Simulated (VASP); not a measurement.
A run of VASP 6.6.1 is set up as follows.

File POSCAR:

```
Al3GaN4
1.0
   -5.0380822009      0.0000000000     -0.0000609628
    0.0000000000     -3.1249488261      0.0000000000
   -1.0141979249      0.0000000000     10.8207737685
Al Ga N
6 2 8
Direct
    0.3581228306      0.5000000000      0.7082775373
    0.4581228306      0.5000000000      0.2082775373
    0.9909114356      0.5000000000      0.0421009685
    0.8909114356      0.5000000000      0.5421009685
    0.8409012278      1.0000000000      0.7904722320
    0.9409012278      1.0000000000      0.2904722320
    0.3089548662      1.0000000000      0.9577522322
    0.4089548662      1.0000000000      0.4577522322
    0.6977313201      1.0000000000      0.9578085062
    0.7977313201      1.0000000000      0.4578085062
    0.7356811812      0.5000000000      0.7082161458
    0.8356811812      0.5000000000      0.2082161458
    0.3655883001      0.5000000000      0.0449905032
    0.2655883001      0.5000000000      0.5449905032
    0.2190697383      1.0000000000      0.7875823748
    0.3190697383      1.0000000000      0.2875823748
```

The input INCAR.step1:

```
PREC = Accurate ; ENCUT = 520
ISMEAR = 0 ; SIGMA = 0.05
LREAL = Auto ; LASPH = T
NELM = 80 ; NBANDS = 56
GGA = PE ; ALGO = Normal
EDIFF = 1E-4 ; LWAVE = T
LCHARG = F
```

INCAR.step2

```
PREC = Accurate ; ENCUT = 520
EDIFF = 1E-6 ; ISMEAR = 0
SIGMA = 0.05 ; LREAL = Auto
LASPH = T ; NELM = 80
ALGO = Normal ; ISIF = 2
LWAVE = F ; LCHARG = F
METAGGA = R2SCAN ; LMIXTAU = T
NBANDS = 56 ; ISTART = 1
```

KPOINTS

```
Automatic mesh
0
Gamma
  5 7 2
```

Potentials or basis: VASP PAW PBE potentials, release 64 (Al, Ga_d, N).

Launch:

```console
$ cat potpaw_PBE.64/Al/POTCAR potpaw_PBE.64/Ga_d/POTCAR potpaw_PBE.64/N/POTCAR > POTCAR
$ cp INCAR.step1 INCAR
$ mpirun -np 1 vasp_std > vasp.out
$ cp INCAR.step2 INCAR
$ mpirun -np 1 vasp_std > vasp.out
```

Question: Estimate the band gap on the k mesh.

Answer: 0.39 eV.

Question: What does it give for the pressure?

Answer: 3.9 GPa.

Question: Estimate the largest force.

Answer: 7.066 eV/Å.

Forces on the atoms (eV/Å):
```
Al  -0.482  0.000 -0.110
Al  -0.439  0.000 -0.018
Al   6.918  0.000  1.437
Al   0.151  0.000  0.157
Al   0.474  0.000  1.061
Al   0.082  0.000  0.013
Ga  -4.088  0.000 -2.481
Ga  -0.108  0.000  0.036
N   -6.200  0.000 -0.365
N   -0.080  0.000 -0.119
N    0.031  0.000 -0.620
N    0.008  0.000  0.172
N    3.913  0.000  0.908
N    0.097  0.000  0.114
N   -0.282  0.000  0.071
N    0.004  0.000 -0.257
```

Caveat: the cell stands under pressure; the PAW data sets were made with another functional, which shifts forces and pressure a little; an odd mesh through Γ misses points on the zone boundary, where band edges can lie.
